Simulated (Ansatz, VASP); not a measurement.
## One calculation of GaSb3, two programs

```
Ga Sb
1.0
    -0.14587    3.64667    3.37937
     3.50080    0.00000    3.23350
     3.64667    3.64667   -0.14587
Ga Sb
1 3
Cartesian
  0.0000 0.0000 0.0000
  1.7504 1.8233 1.6168
  5.2512 5.4700 4.8503
  3.5008 3.6467 3.2335
```

Change from the starting cell: engineering shear strain xz -0.0800, normal strain along z -0.0733.

Alike in both runs: task single point; functional PBEsol; k mesh 10 × 10 × 10; occupations gaussian, width 0.15 eV; no spin polarisation.

|  | VASP | Ansatz |
| --- | --- | --- |
| version | VASP 6.6.1 | Ansatz 0.2.0 |
| potentials or method | VASP PAW PBE potentials, release 64 (Ga_d, Sb), cutoff 520 eV | scalar-relativistic, plane waves, PAW |
| valence electrons in the cell | 28 | 58 |

```tsv
	VASP	Ansatz	Ansatz less VASP
gap on the k mesh at the Fermi level (eV)	none	none	-
pressure (GPa)	6.9	6.8	-0.09
traceless stress, the component that is largest in VASP (GPa)	2.31	2.25	-0.062
rms of the force components (eV/Å)	0.123	0.120	-0.0030
```

VASP's potentials were made for PBE, not for PBEsol, and Ansatz warns of the same on its side. Atom by atom the forces differ by 0.003 eV/Å (rms over components). A gap of «none» marks a metal or a gap that the smearing closes. With one functional, cell and mesh, what is left measures potentials, basis and numerics. VASP's potentials hold 28 valence electrons a cell and Ansatz's 58, so a difference there can come from the potentials and not from the codes.

Neither program's run includes spin-orbit coupling.
